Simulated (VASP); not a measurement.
# Si6N in VASP: single point with LDA

Aim: the single point of Si6N with LDA.

All numbers are computed with VASP 6.6.1; they aren't measurements. Logs are shortened: lines on timing, memory, paths and dates and some standing lists are left out, and cuts for length are marked.

## Step 1: The cell of the first run

The cell holds a slab with vacuum, 7 atoms: a = 3.802 Å, b = 3.802 Å, c = 22.453 Å, α = 90.00°, β = 90.00°, γ = 120.00°.

## Step 2: Single point, LDA, collinear spin, ferromagnetic start

INCAR reads:

```
SYSTEM = Si6N
  PREC = Accurate
  ENCUT = 520
  EDIFF = 1E-6
  ISMEAR = 0
  SIGMA = 0.05
  LREAL = .FALSE.
  LASPH = .TRUE.
  NELM = 150
  ALGO = Fast
  ISIF = 2
  LWAVE = .FALSE.
  LCHARG = .TRUE.
  ISPIN = 2
  MAGMOM = 0 0 0 0 0 0 3
  LORBIT = 11
  LDIPOL = .TRUE.
  IDIPOL = 3
  DIPOL = 0.5 0.5 0.362
  LELF = .TRUE.
  LVHAR = .TRUE.
  LVACPOTAV = .TRUE.
  NBANDS = 28
```

KPOINTS reads:

```
regular mesh
0
G
  9 9 1
  0 0 0
```

POSCAR reads:

```
Si6N
1.0
    3.8019755009      0.0000000000      0.0000000000
   -1.9009877505      3.2926073684      0.0000000000
    0.0000000000      0.0000000000     22.4526205295
Si N
6 1
Direct
    0.6666666667      0.3333333333      0.1781529241
    0.3333333333      0.6666666667      0.2134649663
    0.3333333333      0.6666666667      0.3182060687
    0.6666666667      0.3333333333      0.3520754813
    0.6666666667      0.3333333333      0.4580755784
    0.3333333333      0.6666666667      0.4878103433
    0.3333333333      1.0000000000      0.5288513816
```

Potentials or basis: VASP PAW LDA potentials, release 64 (Si, N).

Started as:

```sh
> cat potpaw_LDA.64/Si/POTCAR potpaw_LDA.64/N/POTCAR > POTCAR
> mpirun -np 1 vasp_std > vasp.out
```

OUTCAR:

```text
SYSTEM = Si6N
   PREC = Accurate
   ENCUT = 520
   EDIFF = 1E-6
   ISMEAR = 0
   LREAL = .FALSE.
   LASPH = .TRUE.
   NELM = 150
   ISIF = 2
   ISPIN = 2
   LORBIT = 11

 ion  position               nearest neighbor table
   1  0.667  0.333  0.178-   2 2.33   2 2.33   2 2.33
   2  0.333  0.667  0.213-   1 2.33   1 2.33   1 2.33   3 2.35
   3  0.333  0.667  0.318-   4 2.32   4 2.32   4 2.32   2 2.35
   4  0.667  0.333  0.352-   3 2.32   3 2.32   3 2.32   5 2.38
   5  0.667  0.333  0.458-   7 2.03   6 2.29   6 2.29   6 2.29   4 2.38
   6  0.333  0.667  0.488-   7 1.57   5 2.29   5 2.29   5 2.29
   7  0.333  0.000  0.529-   6 1.57   5 2.03

  LATTYP: Found a hexagonal cell.
 ALAT       =     3.8019755009
 C/A-ratio  =     5.9055142581

  Lattice vectors:

 A1 = (   3.8019755009,   0.0000000000,   0.0000000000)
 A2 = (  -1.9009877505,   3.2926073684,   0.0000000000)
 A3 = (   0.0000000000,   0.0000000000,  22.4526205295)

Analysis of symmetry for initial positions (statically):
=====================================================================
 Subroutine PRICEL returns:
 Original cell was already a primitive cell.

 Routine SETGRP: Setting up the symmetry group for a
 hexagonal supercell.

 Subroutine GETGRP returns: Found  1 space group operations
 (whereof  1 operations were pure point group operations)
 out of a pool of 24 trial point group operations.

The static configuration has the point symmetry C_1 .

Analysis of symmetry for dynamics (positions and initial velocities):
=====================================================================
 Subroutine PRICEL returns:
 Original cell was already a primitive cell.

 Routine SETGRP: Setting up the symmetry group for a
 hexagonal supercell.

 Subroutine GETGRP returns: Found  1 space group operations
 (whereof  1 operations were pure point group operations)
 out of a pool of 24 trial point group operations.

The dynamic configuration has the point symmetry C_1 .

Analysis of structural, dynamic, and magnetic symmetry:
=====================================================================
 Subroutine PRICEL returns:
 Original cell was already a primitive cell.

 Routine SETGRP: Setting up the symmetry group for a
 hexagonal supercell.

 Subroutine GETGRP returns: Found  1 space group operations
 (whereof  1 operations were pure point group operations)
 out of a pool of 24 trial point group operations.

The overall configuration has the point symmetry C_1 .

 Subroutine INISYM returns: Found  1 space group operations
 (whereof  1 operations are pure point group operations),
 and found     1 'primitive' translations
[... 154 lines left out ...]
  ext. energy  EPLUGINS =         0.00000000
  ---------------------------------------------------
  free energy    TOTEN  =       -40.54171819 eV

  energy without entropy =      -40.53467852  energy(sigma->0) =      -40.53819836

 E-fermi :  -0.7554     XC(G=0):  -4.9385

 val. band max:       -0.7712645942   @ k =   0.3333   0.3333   0.0000
 cond. band min:      -0.7460892219   @ k =   0.0000   0.0000   0.0000
 fundamental gap:      0.0251753722
 Fermi energy:        -0.7554412049

 spin component 1

 k-point     1 :       0.0000    0.0000    0.0000
  band No.  band energies     occupation
      1     -16.4499      1.00000
      2     -12.5177      1.00000
      3     -11.2306      1.00000
      4      -9.7619      1.00000
      5      -6.2558      1.00000
      6      -4.4872      1.00000
[... 685 lines left out ...]
     25       5.8206      0.00000
     26       6.0397      0.00000

 [... further k-points ...]

 spin component 2

 k-point     1 :       0.0000    0.0000    0.0000
  band No.  band energies     occupation
      1     -16.4499      1.00000
      2     -12.5178      1.00000
      3     -11.2306      1.00000
      4      -9.7619      1.00000
      5      -6.2558      1.00000
      6      -4.4872      1.00000
[... 685 lines left out ...]
     25       5.8203      0.00000
     26       6.0392      0.00000

 [... further k-points ...]

 [bands above 26 left out]

------------------------ aborting loop because EDIFF is reached ----------------------------------------

  FORCE on cell =-STRESS in cart. coord.  units (eV):
  Direction    XX          YY          ZZ          XY          YZ          ZX
  --------------------------------------------------------------------------------------
  -------------------------------------------------------------------------------------
  Total        2.0541584      5.5640449     -0.8839011     -1.1683970      4.9334410      0.4266490
  in kB       11.7092269     31.7164749     -5.0384615     -6.6601608     28.1218716      2.4320082
  external PRESSURE =      12.7957467 kB  Pullay stress =       0.0000000 kB

 VOLUME and BASIS-vectors are now :
 -----------------------------------------------------------------------------
  energy-cutoff  :      520.00
  volume of cell :      281.07
      direct lattice vectors                 reciprocal lattice vectors
     3.801975501  0.000000000  0.000000000     0.263021158  0.151855337  0.000000000
    -1.900987750  3.292607368  0.000000000     0.000000000  0.303710673  0.000000000
     0.000000000  0.000000000 22.452620529     0.000000000  0.000000000  0.044538231

 POSITION                                       TOTAL-FORCE (eV/Angst)
 -----------------------------------------------------------------------------------
      1.90099      1.09754      4.00000        -0.023898     -0.020394      0.563847
     -0.00000      2.19507      4.79285         0.018461      0.011088     -0.720322
     -0.00000      2.19507      7.14456         0.005957      0.047455      0.025092
      1.90099      1.09754      7.90502        -0.254890     -0.416728      0.222190
      1.90099      1.09754     10.28500        -0.255181      0.407436      1.041771
     -0.00000      2.19507     10.95262         1.106527     -4.417026     -1.228661
      1.26733      0.00000     11.87410        -0.596975      4.388168      0.096084
 -----------------------------------------------------------------------------------
    total drift:                               -0.000066      0.000037      0.000192

  FREE ENERGIE OF THE ION-ELECTRON SYSTEM (eV)
  ---------------------------------------------------
  free  energy   TOTEN  =       -40.5417181939 eV

  energy  without entropy=      -40.5346785168  energy(sigma->0) =      -40.53819836

 vacuum level on the upper side and lower side of the slab         5.981         4.277

 total charge

# of ion       s       p       d       tot
------------------------------------------
    1        0.812   0.859   0.000   1.672
    2        0.765   0.937   0.000   1.702
    3        0.775   0.931   0.000   1.706
    4        0.773   0.936   0.000   1.709
    5        0.770   0.924   0.000   1.694
    6        0.799   1.006   0.000   1.805
    7        1.302   2.346   0.000   3.647
--------------------------------------------------
tot          5.997   7.938   0.000  13.935

 magnetization (x)

# of ion       s       p       d       tot
------------------------------------------
    1       -0.000  -0.000   0.000  -0.000
    2       -0.000  -0.000   0.000  -0.000
    3       -0.000  -0.000   0.000  -0.000
    4       -0.000  -0.000   0.000  -0.000
    5       -0.000  -0.000   0.000  -0.000
    6       -0.000  -0.000   0.000  -0.000
    7        0.000  -0.000   0.000  -0.000
--------------------------------------------------
tot         -0.000  -0.000   0.000  -0.000
```

Wall time 48 min (1 thread of Oxide Virtual Turin-like, shared host); peak memory 0.57 GiB.

What came out:

| Quantity | Value |
| --- | --- |
| Free energy | -40.5417 eV |
| Largest force | 4.716 eV/Å |
| Net moment | 0.00 μB per cell |
| Valence electrons inside the program's atomic spheres | Si 1.67, 1.70, 1.71, 1.69, 1.80 (each value once); N 3.65 |

Forces on the atoms (eV/Å):
```
Si  -0.024 -0.020  0.564
Si   0.018  0.011 -0.720
Si   0.006  0.047  0.025
Si  -0.255 -0.417  0.222
Si  -0.255  0.407  1.042
Si   1.107 -4.417 -1.229
N   -0.597  4.388  0.096
```
